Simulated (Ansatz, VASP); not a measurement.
**One calculation of BaSc2Nb2, two programs**

```xyz
5
Lattice="-2.4857 2.4857 5.6859 2.4857 -2.4857 5.6859 2.4857 2.4857 -5.6859" Properties=species:S:1:pos:R:3 pbc="T T T"
Ba    0.0000    0.0000    0.0000
Sc    2.4857    0.0000    2.8429
Sc    0.0000    2.4857    2.8429
Nb    0.0000    0.0000    6.8002
Nb    0.0000    0.0000    4.5716
```

Alike in both runs: functional PBE; k mesh 6 × 6 × 6; occupations gaussian, width 0.1 eV; no spin polarisation.

Ansatz relaxed the structure, and its values are those at the end. VASP's run is a single point on that final structure, the one shown.

|  | VASP | Ansatz |
| --- | --- | --- |
| version | VASP 6.6.1 | Ansatz 0.2.0 |
| potentials or method | VASP PAW PBE potentials, release 64 (Ba_sv, Sc_sv, Nb_sv), cutoff 520 eV | scalar-relativistic, plane waves, PAW |
| valence electrons in the cell | 58 | 58 |

```tsv
	VASP	Ansatz	Ansatz less VASP
gap on the k mesh at the Fermi level (eV)	none	none	-
pressure (GPa)	0.4	0.2	-0.19
```

A gap of «none» marks a metal or a gap that the smearing closes.

Neither program's run includes spin-orbit coupling.
